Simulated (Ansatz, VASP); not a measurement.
## One calculation of Nb, two programs

The input INCAR:

```
ALGO     = Normal         # electronic algorithm
EDIFF    = 1E-6           # SCF threshold, eV
ENCUT    = 500            # plane-wave cutoff, eV
GGA      = PE             # functional
GGA_COMPAT= F            
ISIF     = 2              # what is computed and relaxed
ISMEAR   = -1             # smearing method
LASPH    = T              # aspherical terms in the spheres
LCHARG   = F              # write CHGCAR
LREAL    = F              # projectors in reciprocal space
LWAVE    = F              # write WAVECAR
NBANDS   = 26             # bands
NELM     = 120            # most SCF steps
PREC     = Accurate       # precision mode
SIGMA    = 0.1            # smearing width, eV
```

Contents of KPOINTS:

```
k-points
0
Gamma
  9 9 13
```

The input POSCAR:

```
Nb
1.0
    4.6791503704      0.0000000000      0.0000000000
   -2.3395751852      4.0522630889      0.0000000000
    0.0000000000      0.0000000000      2.5757829187
Nb
3
Direct
    0.0000000000      0.0000000000      0.0000000000
    0.3333333333      0.6666666667      0.5000000000
    0.6666666667      0.3333333333      0.5000000000
```

Input for Ansatz:

```yaml
crystal:
  lattice:
    - [4.6791503704, 0.0, 0.0]
    - [-2.3395751852, 4.0522630889, 0.0]
    - [0.0, 0.0, 2.5757829187]
  atoms:
    - { symbol: Nb, position: [0.0, 0.0, 0.0] }
    - { symbol: Nb, position: [0.3333333333, 0.6666666667, 0.5] }
    - { symbol: Nb, position: [0.6666666667, 0.3333333333, 0.5] }
hamiltonian:
  xc: pbe
  pseudopotentials:
    kind: paw
    azcp:
      Nb: "pseudopotentials/Nb.paw.azcp"
basis:
  ecutwfc: 420
  fft_grid_basis: typed
kpoints:
  mp_grid: { grid: [9, 9, 13], shift: [0, 0, 0] }
magnetization:
  spin_polarized: false
scf:
  occupations: { method: fermi_dirac, width: 0.1 }
  lower_state_search: "off"
output:
  stress: true
```

Alike in both runs: task single point; functional PBE; k mesh 9 × 9 × 13; occupations fermi-dirac, width 0.1 eV; no spin polarisation.

```csv
,VASP,Ansatz
version,VASP 6.6.1,Ansatz 0.2.0
potentials or method,"VASP PAW PBE potentials, release 64 (Nb_sv), cutoff 500 eV","plane waves (420 eV) with PAW, scalar-relativistic"
valence electrons in the cell,39,39
```

```csv
,VASP,Ansatz,Ansatz less VASP
pressure (GPa),26.3,26.7,+0.38
"traceless stress, the component that is largest in VASP (GPa)",1.34,1.21,-0.134
```

With one functional, cell and mesh, what is left measures potentials, basis and numerics.
